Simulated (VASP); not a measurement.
Input of a VASP 6.6.1 run:

Contents of POSCAR:

```
NaH
1.0
    0.0000000000      2.5969210561      2.5969210561
    2.5969210561      0.0000000000      2.5969210561
    2.5969210561      2.5969210561      0.0000000000
Na H
1 1
Direct
    0.0000000000      0.0000000000      0.0000000000
    0.2500000000      0.2500000000      0.2500000000
```

Contents of INCAR.step1:

```
SYSTEM = NaH
PREC = Accurate ; ENCUT = 520
ISMEAR = 0 ; SIGMA = 0.01
LREAL = .FALSE. ; LASPH = .TRUE.
NELM = 80 ; NBANDS = 11
GGA = PE ; ALGO = Normal
EDIFF = 1E-4 ; LWAVE = .TRUE.
LCHARG = .FALSE.
```

File INCAR.step2:

```
SYSTEM = NaH
PREC = Accurate ; ENCUT = 520
EDIFF = 1E-6 ; ISMEAR = 0
SIGMA = 0.01 ; LREAL = .FALSE.
LASPH = .TRUE. ; NELM = 80
ALGO = Normal ; ISIF = 2
LWAVE = .FALSE. ; LCHARG = .FALSE.
METAGGA = R2SCAN ; LMIXTAU = .TRUE.
NBANDS = 11 ; ISTART = 1
```

The input KPOINTS:

```
Automatic mesh
0
G
  8 8 8
  0 0 0
```

Potentials or basis: VASP PAW PBE potentials, release 64 (Na_pv, H).

Command:

```sh
$ cat potpaw_PBE.64/Na_pv/POTCAR potpaw_PBE.64/H/POTCAR > POTCAR
$ cp INCAR.step1 INCAR
$ mpirun -np 1 vasp_std > vasp.out
$ cp INCAR.step2 INCAR
$ mpirun -np 1 vasp_std > vasp.out
```

(1) Predict the pressure.

(2) What does it give for the band gap on the k mesh?

Answers

(1) -0.2 GPa.

(2) 4.05 eV, indirect (least direct gap 4.74 eV).

Caveat: the PAW data sets were made with another functional, which shifts forces and pressure a little.
